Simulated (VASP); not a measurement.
# Fe (Im-3m) in VASP: single point with PBE

Aim: the single point of Fe with PBE.

Program: VASP 6.6.1. These are calculated values, not measurements. Logs are shortened: lines on timing, memory, paths and dates and some standing lists are left out, and cuts for length are marked.

## Step 1: The cell of the first run

Symmetry: Im-3m, No. 229, cubic system. Conventional cell: a = 2.831 Å, b = 2.831 Å, c = 2.831 Å, α = 90.00°, β = 90.00°, γ = 90.00°. Within 3.2 Å of Fe (site symmetry m-3m) lie 14 Fe at 2.45 to 2.83 Å.

## Step 2: Single point, PBE, collinear spin, ferromagnetic start

INCAR

```
PREC     = Accurate       # precision mode
ENCUT    = 520            # plane-wave cutoff, eV
EDIFF    = 1E-7           # SCF threshold, eV
ISMEAR   = -1             # smearing method
SIGMA    = 0.1            # smearing width, eV
LREAL    = F              # projectors in reciprocal space
LASPH    = T              # aspherical terms in the spheres
NELM     = 150            # most SCF steps
ALGO     = Normal         # electronic algorithm
ISIF     = 2              # what is computed and relaxed
LWAVE    = F              # write WAVECAR
LCHARG   = F              # write CHGCAR
ISPIN    = 2              # spin polarisation
MAGMOM   = 2.5 2.5 2.5    # initial moments
LORBIT   = 11             # projections on sites
LMAXMIX  = 4              # l up to which the mixer works
GGA      = PE             # functional
NBANDS   = 23             # bands
```

KPOINTS

```
Automatic mesh
0
Gamma
  11 11 15
```

POSCAR

```
Fe
1.0
    0.0000000000      2.8313533229     -2.8313533229
   -2.8313533229      0.0000000000      2.8313533229
    1.4156766615      1.4156766615      1.4156766615
Fe
3
Direct
    0.0000000000      0.0000000000      0.0000000000
    0.3333333330      0.6666666670      0.3333333330
    0.6666666670      0.3333333330      0.6666666670
```

Potentials or basis: VASP PAW PBE potentials, release 64 (Fe).

Started as:

```console
cat potpaw_PBE.64/Fe/POTCAR > POTCAR
mpirun -np 1 vasp_std > vasp.out
```

OUTCAR:

```text
PREC = Accurate
   ENCUT = 520
   EDIFF = 1E-7
   ISMEAR = -1
   LREAL = F
   LASPH = T
   NELM = 150
   ISIF = 2
   ISPIN = 2
   LORBIT = 11
   GGA = PE

 ion  position               nearest neighbor table
   1  0.000  0.000  0.000-   2 2.45   3 2.45   3 2.45   2 2.45   3 2.45   2 2.45   3 2.83   2 2.83
                             3 2.83   3 2.83   2 2.83   2 2.83
   2  0.333  0.667  0.333-   1 2.45   3 2.45   3 2.45   1 2.45   1 2.45   3 2.45   3 2.83   3 2.83
                             1 2.83   1 2.83   1 2.83   3 2.83
   3  0.667  0.333  0.667-   1 2.45   2 2.45   2 2.45   1 2.45   1 2.45   2 2.45   2 2.83   2 2.83
                             1 2.83   1 2.83   1 2.83   2 2.83

  LATTYP: Found a hexagonal cell.
 ALAT       =     4.0041382691
 C/A-ratio  =     0.6123724357

  Lattice vectors:

 A1 = (   0.0000000000,   2.8313533229,  -2.8313533229)
 A2 = (  -2.8313533229,   0.0000000000,   2.8313533229)
 A3 = (   1.4156766615,   1.4156766615,   1.4156766615)

Analysis of symmetry for initial positions (statically):
=====================================================================
 Subroutine PRICEL returns following result:

  LATTYP: Found a body centered cubic cell.
 ALAT       =     2.8313533210
[... 12 lines left out ...]
 Subroutine GETGRP returns: Found 12 space group operations
 (whereof 12 operations were pure point group operations)
 out of a pool of 24 trial point group operations.

The static configuration has the point symmetry D_3d.

Analysis of symmetry for dynamics (positions and initial velocities):
=====================================================================
 Subroutine PRICEL returns following result:

  LATTYP: Found a body centered cubic cell.
 ALAT       =     2.8313533210
[... 12 lines left out ...]
 Subroutine GETGRP returns: Found 12 space group operations
 (whereof 12 operations were pure point group operations)
 out of a pool of 24 trial point group operations.

The dynamic configuration has the point symmetry D_3d.

Analysis of structural, dynamic, and magnetic symmetry:
=====================================================================
 Subroutine PRICEL returns following result:

  LATTYP: Found a body centered cubic cell.
 ALAT       =     2.8313533210
[... 12 lines left out ...]
 Subroutine GETGRP returns: Found 12 space group operations
 (whereof 12 operations were pure point group operations)
 out of a pool of 24 trial point group operations.

The overall configuration has the point symmetry D_3d.

 Subroutine INISYM returns: Found 12 space group operations
 (whereof 12 operations are pure point group operations),
[... 118 lines left out ...]
   LORBIT       =     11    0 simple, 1 ext, 2 COOP (PROOUT), +10 PAW based schemes
   GGA     = PE    functional components
   LHFCALC =     F    Hartree Fock is set to
   AEXX    =    0.0000 exact exchange contribution
   IVDW    =     0    specifies the selected vdW correction
   LEPSILON=     F    determine dielectric tensor
   LRPA    =     F    only Hartree local field effects (RPA)
 spin polarized calculation
  energy-cutoff  :      520.00
  volume of cell :       34.05
 maximum number of plane-waves:       939
 NGX is ok and might be reduce to    30
   NGX = 15   NGY = 15   NGZ =  9

 number of electron      23.9999985 magnetization       6.5474179

 Free energy of the ion-electron system (eV)
  ---------------------------------------------------
  ext. energy  EPLUGINS =         0.00000000
  ---------------------------------------------------
  free energy    TOTEN  =       -24.77634775 eV

  energy without entropy =      -24.68315872  energy(sigma->0) =      -24.72975323

 E-fermi :   5.8478     XC(G=0): -13.1228

 val. band max:        5.8476648784   @ k =   0.3636   0.2727   0.0667
 cond. band min:       5.8485942251   @ k =   0.3636   0.1818   0.0667
 fundamental gap:      0.0009293467
 Fermi energy:         5.8478344608

 spin component 1

 k-point     1 :       0.0000    0.0000    0.0000
  band No.  band energies     occupation
      1      -2.6043      1.00000
      2       2.1555      1.00000
      3       2.1555      1.00000
      4       2.7277      1.00000
      5       2.7277      1.00000
      6       2.7277      1.00000
[... 613 lines left out ...]
     22      22.8709      0.00000
     23      23.7748      0.00000

 [... further k-points ...]

 spin component 2

 k-point     1 :       0.0000    0.0000    0.0000
  band No.  band energies     occupation
      1      -2.4373      1.00000
      2       3.6691      1.00000
      3       3.6691      1.00000
      4       4.2226      1.00000
      5       4.2226      1.00000
      6       4.2227      1.00000
[... 613 lines left out ...]
     22      23.2757      0.00000
     23      24.3698      0.00000

 [... further k-points ...]

------------------------ aborting loop because EDIFF is reached ----------------------------------------

  FORCE on cell =-STRESS in cart. coord.  units (eV):
  Direction    XX          YY          ZZ          XY          YZ          ZX
  --------------------------------------------------------------------------------------
  -------------------------------------------------------------------------------------
  Total        0.0168854      0.0168854      0.0168854     -0.0034175     -0.0034175     -0.0034175
  in kB        0.7945986      0.7945986      0.7945986     -0.1608230     -0.1608230     -0.1608230
  external PRESSURE =       0.7945986 kB  Pullay stress =       0.0000000 kB

 VOLUME and BASIS-vectors are now :
 -----------------------------------------------------------------------------
  energy-cutoff  :      520.00
  volume of cell :       34.05
      direct lattice vectors                 reciprocal lattice vectors
     0.000000000  2.831353323 -2.831353323    -0.117729331  0.235458663 -0.117729331
    -2.831353323  0.000000000  2.831353323    -0.235458663  0.117729331  0.117729331
     1.415676662  1.415676662  1.415676662     0.235458663  0.235458663  0.235458663

 POSITION                                       TOTAL-FORCE (eV/Angst)
 -----------------------------------------------------------------------------------
      0.00000      0.00000      0.00000        -0.000000     -0.000000     -0.000000
     -1.41568      1.41568      1.41568        -0.000000     -0.000000      0.000000
      0.00000      2.83135     -0.00000         0.000000      0.000000     -0.000000
 -----------------------------------------------------------------------------------
    total drift:                                0.000000     -0.000000     -0.000000

  FREE ENERGIE OF THE ION-ELECTRON SYSTEM (eV)
  ---------------------------------------------------
  free  energy   TOTEN  =       -24.7763477517 eV

  energy  without entropy=      -24.6831587154  energy(sigma->0) =      -24.72975323

 total charge

# of ion       s       p       d       tot
------------------------------------------
    1        0.488   0.542   6.241   7.270
    2        0.488   0.542   6.241   7.270
    3        0.488   0.542   6.241   7.270
--------------------------------------------------
tot          1.463   1.625  18.723  21.811

 magnetization (x)

# of ion       s       p       d       tot
------------------------------------------
    1       -0.013  -0.055   2.248   2.180
    2       -0.013  -0.055   2.248   2.180
    3       -0.013  -0.055   2.248   2.180
--------------------------------------------------
tot         -0.039  -0.165   6.743   6.539
```

OSZICAR:

```text
N       E                     dE             d eps       ncg     rms          rms(c)
DAV:   1     0.149096902189E+03    0.14910E+03   -0.10422E+04 18896   0.135E+03
DAV:   2    -0.210477189735E+02   -0.17014E+03   -0.15754E+03 18223   0.266E+02
DAV:   3    -0.277255788445E+02   -0.66779E+01   -0.63160E+01 20946   0.756E+01
DAV:   4    -0.277856554265E+02   -0.60077E-01   -0.60050E-01 20029   0.737E+00
DAV:   5    -0.277862950548E+02   -0.63963E-03   -0.63962E-03 21002   0.605E-01    0.197E+01
DAV:   6    -0.249842216937E+02    0.28021E+01   -0.16478E+01 19637   0.676E+01    0.949E+00
DAV:   7    -0.248114000633E+02    0.17282E+00   -0.13709E+00 21079   0.189E+01    0.576E+00
DAV:   8    -0.247972881444E+02    0.14112E-01   -0.28376E-02 20782   0.141E+00    0.246E+00
DAV:   9    -0.247758887250E+02    0.21399E-01   -0.75752E-03 23182   0.743E-01    0.622E-01
DAV:  10    -0.247762876485E+02   -0.39892E-03   -0.29234E-03 21200   0.627E-01    0.202E-01
DAV:  11    -0.247763346908E+02   -0.47042E-04   -0.31690E-04 21901   0.256E-01    0.531E-02
DAV:  12    -0.247763449841E+02   -0.10293E-04   -0.29013E-05 19700   0.607E-02    0.185E-02
DAV:  13    -0.247763474269E+02   -0.24428E-05   -0.14827E-06 22019   0.124E-02    0.112E-02
DAV:  14    -0.247763482299E+02   -0.80301E-06   -0.14339E-06 20112   0.160E-02    0.504E-03
DAV:  15    -0.247763477717E+02    0.45822E-06   -0.81292E-08 10998   0.454E-03    0.419E-04
DAV:  16    -0.247763477517E+02    0.20028E-07   -0.57927E-09 10235   0.822E-04
   1 F= -.24776348E+02 E0= -.24729753E+02  d E =-.931890E-01  mag=     6.5474
```

Run time: 3.1 min. Hardware: 1 thread of Intel Xeon Platinum 8488C (Sapphire Rapids), shared host; peak memory 0.31 GiB.

What came out:

```
Free energy                                           : -24.7763 eV
Pressure                                              : 0.1 GPa
Net moment                                            : 6.55 μB per cell
Site moments                                          : Fe +2.18 μB
Valence electrons inside the program's atomic spheres : Fe 7.27
```
